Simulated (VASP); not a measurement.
# Mg4H in VASP: a series of runs

Runs on Mg4H. Level: PBE. Tasks: single point.

Everything below comes from runs of VASP 6.6.1. Logs are shortened: lines on timing, memory, paths and dates and some standing lists are left out, and cuts for length are marked.

**1. The cell of the first run**

The cell holds a slab with vacuum, 10 atoms: a = 6.420 Å, b = 5.138 Å, c = 21.664 Å, α = 90.00°, β = 90.00°, γ = 90.00°.

**2. Single point, PBE**

Contents of INCAR:

```
PREC     = Accurate       # precision mode
ENCUT    = 520            # plane-wave cutoff, eV
EDIFF    = 1E-7           # SCF threshold, eV
ISMEAR   = 0              # smearing method
SIGMA    = 0.1            # smearing width, eV
LREAL    = F              # projectors in reciprocal space
LASPH    = T              # aspherical terms in the spheres
NELM     = 60             # most SCF steps
ALGO     = Normal         # electronic algorithm
ISIF     = 2              # what is computed and relaxed
LWAVE    = F              # write WAVECAR
LCHARG   = T              # write CHGCAR
LDIPOL   = T            
IDIPOL   = 3            
DIPOL    = 0.5 0.5 0.297
GGA      = PE             # functional
LELF     = T              # ELF
LVHAR    = T            
LVACPOTAV= T            
NBANDS   = 20             # bands
```

Contents of KPOINTS:

```
regular mesh
0
Gamma
  4 5 1
```

Contents of POSCAR:

```
Mg4H
1.0
    6.4201385733      0.0000000000      0.0000000000
    0.0000000000      5.1379129567      0.0000000000
    0.0000000000      0.0000000000     21.6644777330
Mg H
8 2
Direct
    0.0000000000      0.7500000000      0.1846340378
    0.5000000000      0.7500000000      0.1846340378
    0.2500000000      0.2500000000      0.2274076137
    0.7500000000      0.2500000000      0.2274076137
    0.2500000000      0.7500000000      0.3173234500
    0.7500000000      0.7500000000      0.3173234500
    0.0000000000      0.2500000000      0.3537808678
    0.5000000000      0.2500000000      0.3537808678
    0.5759383365      0.0833333333      0.4040936431
    0.9240616635      0.0833333333      0.4040936431
```

Potentials or basis: VASP PAW PBE potentials, release 64 (Mg, H).

Run with:

```console
$ cat potpaw_PBE.64/Mg/POTCAR potpaw_PBE.64/H/POTCAR > POTCAR
$ mpirun -np 1 vasp_std > vasp.out
```

OUTCAR:

```text
PREC = Accurate
   ENCUT = 520
   EDIFF = 1E-7
   ISMEAR = 0
   LREAL = F
   LASPH = T
   NELM = 60
   ISIF = 2
   GGA = PE

 ion  position               nearest neighbor table
   1  0.000  0.750  0.185-   3 3.17   4 3.17   3 3.17   4 3.17   2 3.21   2 3.21   6 3.29   5 3.29

   2  0.500  0.750  0.185-   3 3.17   4 3.17   3 3.17   4 3.17   1 3.21   1 3.21   6 3.29   5 3.29

   3  0.250  0.250  0.227-   1 3.17   2 3.17   1 3.17   2 3.17   7 3.17   8 3.17   4 3.21   4 3.21
                             5 3.22   5 3.22
   4  0.750  0.250  0.227-   1 3.17   2 3.17   1 3.17   2 3.17   7 3.17   8 3.17   3 3.21   3 3.21
                             6 3.22   6 3.22
   5  0.250  0.750  0.317-   7 3.13   8 3.13   7 3.13   8 3.13   6 3.21   6 3.21   3 3.22   3 3.22
                             1 3.29   2 3.29
   6  0.750  0.750  0.317-   7 3.13   8 3.13   7 3.13   8 3.13   5 3.21   5 3.21   4 3.22   4 3.22
                             1 3.29   2 3.29
   7  0.000  0.250  0.354-  10 1.47   6 3.13   5 3.13   5 3.13   6 3.13   4 3.17   3 3.17   8 3.21
                             8 3.21
   8  0.500  0.250  0.354-   9 1.47   6 3.13   5 3.13   5 3.13   6 3.13   4 3.17   3 3.17   7 3.21
                             7 3.21
   9  0.576  0.083  0.404-   8 1.47
  10  0.924  0.083  0.404-   7 1.47

  LATTYP: Found a simple orthorhombic cell.
 ALAT       =     5.1379129567
 B/A-ratio  =     1.2495615686
 C/A-ratio  =     4.2165910391

  Lattice vectors:

 A1 = (   0.0000000000,  -5.1379129567,   0.0000000000)
 A2 = (   6.4201385733,   0.0000000000,   0.0000000000)
 A3 = (   0.0000000000,   0.0000000000,  21.6644777330)

Analysis of symmetry for initial positions (statically):
=====================================================================
 Subroutine PRICEL returns:
 Original cell was already a primitive cell.

 Routine SETGRP: Setting up the symmetry group for a
 simple orthorhombic supercell.

 Subroutine GETGRP returns: Found  2 space group operations
 (whereof  1 operations were pure point group operations)
 out of a pool of  8 trial point group operations.

The static configuration has the point symmetry C_1 .
 The point group associated with its full space group is C_1h.

Analysis of symmetry for dynamics (positions and initial velocities):
=====================================================================
 Subroutine PRICEL returns:
 Original cell was already a primitive cell.

 Routine SETGRP: Setting up the symmetry group for a
 simple orthorhombic supercell.

[... 118 lines left out ...]
   EMIN   =  10.00;   EMAX   =-10.00  energy-range for DOS
   EFERMI =   0.00;   METHOD = LEGACY
   ISMEAR =     0;   SIGMA  =   0.10  broadening in eV -4-tet -1-fermi 0-gaus
   EFERMI_NEDOS =   21; number of points for ismear=-14 and -15
   IALGO  =     38    algorithm
   IMIX   =      4    mixing-type and parameters
     AMIX     =   0.40;   BMIX     =  1.00
     AMIX_MAG =   1.60;   BMIX_MAG =  1.00
  volume/ion in A,a.u.               =      71.46       482.25
  Fermi-wavevector in a.u.,A,eV,Ry     =   0.479887  0.906855  3.133310  0.230292
  Thomas-Fermi vector in A             =   1.477146
   LORBIT       =      0    0 simple, 1 ext, 2 COOP (PROOUT), +10 PAW based schemes
   GGA     = PE    functional components
   LHFCALC =     F    Hartree Fock is set to
   AEXX    =    0.0000 exact exchange contribution
   IVDW    =     0    specifies the selected vdW correction
   LEPSILON=     F    determine dielectric tensor
   LRPA    =     F    only Hartree local field effects (RPA)
 non-spin polarized calculation
 Gauss-broadening in eV      SIGMA  =   0.10
  energy-cutoff  :      520.00
  volume of cell :      714.63
 maximum number of plane-waves:     19292
 NGX is ok and might be reduce to    48
   NGX = 23   NGY = 19   NGZ = 81

 dipolmoment           0.000000      0.000000     -0.000024 electrons x Angstroem

 number of electron      17.9999999 magnetization

 dipolmoment           0.000000      0.000000      0.240146 electrons x Angstroem

 Free energy of the ion-electron system (eV)
  ---------------------------------------------------
  ext. energy  EPLUGINS =         0.00000000
  ---------------------------------------------------
  free energy    TOTEN  =       -14.09267129 eV

  energy without entropy =      -14.07468282  energy(sigma->0) =      -14.08367705

 E-fermi :  -2.4115     XC(G=0):  -3.0295

 val. band max:       -2.4669816192   @ k =   0.2500   0.2000   0.0000
 cond. band min:      -2.3240571761   @ k =   0.5000   0.0000   0.0000
 fundamental gap:      0.1429244431
 Fermi energy:        -2.4115086006

 k-point     1 :       0.0000    0.0000    0.0000
  band No.  band energies     occupation
      1      -8.5480      2.00000
      2      -6.9407      2.00000
      3      -5.2412      2.00000
      4      -5.0566      2.00000
      5      -4.6171      2.00000
      6      -3.9659      2.00000
[... 196 lines left out ...]
     19       1.9116      0.00000
     20       2.1162      0.00000

------------------------ aborting loop because EDIFF is reached ----------------------------------------

  FORCE on cell =-STRESS in cart. coord.  units (eV):
  Direction    XX          YY          ZZ          XY          YZ          ZX
  --------------------------------------------------------------------------------------
  -------------------------------------------------------------------------------------
  Total        1.5003393      2.0079980      4.6699450      0.0000000     -5.5741562      0.0000000
  in kB        3.3637267      4.5018860     10.4699108      0.0000000    -12.4971317      0.0000000
  external PRESSURE =       6.1118412 kB  Pullay stress =       0.0000000 kB

 VOLUME and BASIS-vectors are now :
 -----------------------------------------------------------------------------
  energy-cutoff  :      520.00
  volume of cell :      714.63
      direct lattice vectors                 reciprocal lattice vectors
     6.420138573  0.000000000  0.000000000     0.155759878  0.000000000  0.000000000
     0.000000000  5.137912957  0.000000000     0.000000000  0.194631557  0.000000000
     0.000000000  0.000000000 21.664477733     0.000000000  0.000000000  0.046158509

 POSITION                                       TOTAL-FORCE (eV/Angst)
 -----------------------------------------------------------------------------------
      0.00000      3.85343      4.00000        -0.029785      0.076444      0.208939
      3.21007      3.85343      4.00000         0.029785      0.076444      0.208939
      1.60503      1.28448      4.92667         0.000000     -0.159814     -0.048011
      4.81510      1.28448      4.92667         0.000000     -0.045769     -0.157572
      1.60503      3.85343      6.87465         0.000000     -0.009580     -0.152189
      4.81510      3.85343      6.87465         0.000000      0.303936      0.180606
      0.00000      1.28448      7.66448         1.292143      2.330946     -2.725407
      3.21007      1.28448      7.66448        -1.292143      2.330946     -2.725407
      3.69760      0.42816      8.75448         0.916155     -2.451777      2.605052
      5.93260      0.42816      8.75448        -0.916155     -2.451777      2.605052
 -----------------------------------------------------------------------------------
    total drift:                               -0.000000      0.000326     -0.000227

  FREE ENERGIE OF THE ION-ELECTRON SYSTEM (eV)
  ---------------------------------------------------
  free  energy   TOTEN  =       -14.0926712912 eV

  energy  without entropy=      -14.0746828166  energy(sigma->0) =      -14.08367705

 vacuum level on the upper side and lower side of the slab         2.437         1.120
```

OSZICAR:

```text
N       E                     dE             d eps       ncg     rms          rms(c)
DAV:   1     0.447919720128E+02    0.44792E+02   -0.40413E+03   360   0.543E+02
DAV:   2    -0.104959384811E+02   -0.55288E+02   -0.51129E+02   500   0.840E+01
DAV:   3    -0.163988917099E+02   -0.59030E+01   -0.57842E+01   500   0.275E+01
[... 17 lines left out ...]
DAV:  21    -0.140926665377E+02   -0.33331E-05   -0.16826E-07   448   0.138E-03    0.244E-04
DAV:  22    -0.140926692854E+02   -0.27477E-05   -0.91451E-08   412   0.100E-03    0.180E-04
DAV:  23    -0.140926703601E+02   -0.10747E-05   -0.20613E-08   316   0.505E-04    0.714E-05
DAV:  24    -0.140926711976E+02   -0.83751E-06   -0.21078E-08   304   0.491E-04    0.143E-04
DAV:  25    -0.140926712912E+02   -0.93616E-07   -0.27973E-09   340   0.299E-04
   1 F= -.14092671E+02 E0= -.14083677E+02  d E =-.179885E-01
```

stdout:

```text
POSCAR found type information on POSCAR MgH
 POSCAR found :  2 types and      10 ions
 scaLAPACK will be used
 LDA part: xc-table for (Slater+PW92), standard interpolation
 POSCAR, INCAR and KPOINTS ok, starting setup
 FFT: planning ... GRIDC
 FFT: planning ... GRID_SOFT
 FFT: planning ... GRID
 WAVECAR not read
 entering main loop
 -----------------------------------------------------------------------------
|                                                                             |
|           W    W    AA    RRRRR   N    N  II  N    N   GGGG   !!!           |
|           W    W   A  A   R    R  NN   N  II  NN   N  G    G  !!!           |
|           W    W  A    A  R    R  N N  N  II  N N  N  G       !!!           |
|           W WW W  AAAAAA  RRRRR   N  N N  II  N  N N  G  GGG   !            |
|           WW  WW  A    A  R   R   N   NN  II  N   NN  G    G                |
|           W    W  A    A  R    R  N    N  II  N    N   GGGG   !!!           |
|                                                                             |
|     Did not find any points to average over, which means that no vacuum     |
|     field-free region was found. Please increase the size of  your cell     |
|     in the dimension of the dipole correction to obtain accurate            |
|     workfunction values.                                                    |
|                                                                             |
 -----------------------------------------------------------------------------
```

It took 4 min on 1 thread of Intel Xeon 6975P-C (Granite Rapids), shared host; peak memory 0.64 GiB.

What came out:

```
Free energy            : -14.0927 eV
Largest force          : 3.812 eV/Å
Band gap on the k mesh : zero (bands 9 and 10 overlap by 1.01 eV)
```

Forces in eV/Å, atoms in the order of the input:
```
Mg  -0.030  0.076  0.209
Mg   0.030  0.076  0.209
Mg   0.000 -0.160 -0.048
Mg   0.000 -0.046 -0.158
Mg   0.000 -0.010 -0.152
Mg   0.000  0.304  0.181
Mg   1.292  2.331 -2.725
Mg  -1.292  2.331 -2.725
H    0.916 -2.452  2.605
H   -0.916 -2.452  2.605
```

Levels at points of the mesh, in eV from the Fermi level:
| k point | band 5 | band 6 | band 7 | band 8 | band 9 | band 10 | band 11 | band 12 | band 13 | band 14 |
| --- | --- | --- | --- | --- | --- | --- | --- | --- | --- | --- |
| (0.00, 0.00, 0.00) | -2.21 | -1.55 | -0.74 | -0.50 | -0.07 | 0.45 | 0.74 | 1.45 | 2.11 | 2.44 |
| (0.50, 0.00, 0.00) | -1.64 | -1.35 | 0.09 | 0.11 | 0.76 | 0.77 | 0.85 | 1.26 | 1.73 | 1.80 |

**3. Single point, PBE**

Contents of INCAR:

```
SYSTEM = Mg4H
ALGO = Normal
DIPOL = 0.5 0.5 0.303
EDIFF = 1E-7
ENCUT = 520
GGA = PE
IDIPOL = 3
ISIF = 2
ISMEAR = 0
LASPH = .TRUE.
LCHARG = .TRUE.
LDIPOL = .TRUE.
LELF = .TRUE.
LREAL = .FALSE.
LVACPOTAV = .TRUE.
LVHAR = .TRUE.
LWAVE = .FALSE.
NBANDS = 20
NELM = 60
PREC = Accurate
SIGMA = 0.1
```

Contents of KPOINTS:

```
k-points
0
G
  4 5 1
  0 0 0
```

Changes to POSCAR since step 2:

```diff
@@ -16,3 +16,3 @@
     0.5000000000      0.2500000000      0.3537808678
-    0.5759383365      0.0833333333      0.4040936431
-    0.9240616635      0.0833333333      0.4040936431
+    0.5759383365      0.0833333333      0.4336350891
+    0.9240616635      0.0833333333      0.4336350891
```

Potentials or basis: VASP PAW PBE potentials, release 64 (Mg, H).

Run with:

```console
$ cat potpaw_PBE.64/Mg/POTCAR potpaw_PBE.64/H/POTCAR > POTCAR
$ mpirun -np 1 vasp_std > vasp.out
```

OUTCAR:

```text
SYSTEM = Mg4H
   EDIFF = 1E-7
   ENCUT = 520
   GGA = PE
   ISIF = 2
   ISMEAR = 0
   LASPH = .TRUE.
   LREAL = .FALSE.
   NELM = 60
   PREC = Accurate

 ion  position               nearest neighbor table
   1  0.000  0.750  0.185-   3 3.17   4 3.17   3 3.17   4 3.17   2 3.21   2 3.21   6 3.29   5 3.29

   2  0.500  0.750  0.185-   3 3.17   4 3.17   3 3.17   4 3.17   1 3.21   1 3.21   6 3.29   5 3.29

   3  0.250  0.250  0.227-   1 3.17   2 3.17   1 3.17   2 3.17   7 3.17   8 3.17   4 3.21   4 3.21
                             5 3.22   5 3.22
[... 428 lines left out ...]

 VOLUME and BASIS-vectors are now :
 -----------------------------------------------------------------------------
  energy-cutoff  :      520.00
  volume of cell :      714.63
      direct lattice vectors                 reciprocal lattice vectors
     6.420138573  0.000000000  0.000000000     0.155759878  0.000000000  0.000000000
     0.000000000  5.137912957  0.000000000     0.000000000  0.194631557  0.000000000
     0.000000000  0.000000000 21.664477733     0.000000000  0.000000000  0.046158509

 POSITION                                       TOTAL-FORCE (eV/Angst)
 -----------------------------------------------------------------------------------
      0.00000      3.85343      4.00000         0.020868      0.064584      0.232369
      3.21007      3.85343      4.00000        -0.020868      0.064584      0.232369
      1.60503      1.28448      4.92667         0.000000     -0.100770     -0.056032
      4.81510      1.28448      4.92667         0.000000     -0.059005     -0.064297
      1.60503      3.85343      6.87465         0.000000      0.022330     -0.052949
      4.81510      3.85343      6.87465         0.000000      0.124028      0.107236
      0.00000      1.28448      7.66448        -0.119276     -0.269572      0.893470
      3.21007      1.28448      7.66448         0.119276     -0.269572      0.893470
      3.69760      0.42816      9.39448        -0.396795      0.211696     -1.092818
      5.93260      0.42816      9.39448         0.396795      0.211696     -1.092818
 -----------------------------------------------------------------------------------
    total drift:                               -0.000000      0.000118     -0.000070

  FREE ENERGIE OF THE ION-ELECTRON SYSTEM (eV)
  ---------------------------------------------------
  free  energy   TOTEN  =       -14.4758130123 eV

  energy  without entropy=      -14.4571386888  energy(sigma->0) =      -14.46647585

 vacuum level on the upper side and lower side of the slab         3.030         0.734
```

stdout:

```text
POSCAR found type information on POSCAR MgH
 POSCAR found :  2 types and      10 ions
 scaLAPACK will be used
 LDA part: xc-table for (Slater+PW92), standard interpolation
 POSCAR, INCAR and KPOINTS ok, starting setup
 FFT: planning ... GRIDC
 FFT: planning ... GRID_SOFT
 FFT: planning ... GRID
 WAVECAR not read
 entering main loop
 -----------------------------------------------------------------------------
|                                                                             |
|           W    W    AA    RRRRR   N    N  II  N    N   GGGG   !!!           |
|           W    W   A  A   R    R  NN   N  II  NN   N  G    G  !!!           |
|           W    W  A    A  R    R  N N  N  II  N N  N  G       !!!           |
|           W WW W  AAAAAA  RRRRR   N  N N  II  N  N N  G  GGG   !            |
|           WW  WW  A    A  R   R   N   NN  II  N   NN  G    G                |
|           W    W  A    A  R    R  N    N  II  N    N   GGGG   !!!           |
|                                                                             |
|     Did not find any points to average over, which means that no vacuum     |
|     field-free region was found. Please increase the size of  your cell     |
|     in the dimension of the dipole correction to obtain accurate            |
|     workfunction values.                                                    |
|                                                                             |
 -----------------------------------------------------------------------------
```

Wall time 3.5 min (1 thread of Intel Xeon 6975P-C (Granite Rapids), shared host); peak memory 0.65 GiB.

What came out:

| Item | Value |
| --- | --- |
| Free energy | -14.4758 eV |
| Largest force | 1.182 eV/Å |
| Band gap on the k mesh | zero (bands 9 and 10 overlap by 0.98 eV) |

Forces in eV/Å, atoms in the order of the input:
```
Mg   0.021  0.065  0.232
Mg  -0.021  0.065  0.232
Mg   0.000 -0.101 -0.056
Mg   0.000 -0.059 -0.064
Mg   0.000  0.022 -0.053
Mg   0.000  0.124  0.107
Mg  -0.119 -0.270  0.893
Mg   0.119 -0.270  0.893
H   -0.397  0.212 -1.093
H    0.397  0.212 -1.093
```

Levels at points of the mesh, in eV from the Fermi level:
```
           k point  band 5  band 6  band 7  band 8  band 9  band 10  band 11  band 12  band 13  band 14
(0.00, 0.00, 0.00)   -2.13   -0.93   -0.76   -0.48   -0.10     0.22     0.65     1.34     2.11     2.45
(0.50, 0.00, 0.00)   -1.64   -0.88    0.08    0.09    0.73     0.75     0.91     1.00     1.71     1.75
```

[end of part 1 of 2]
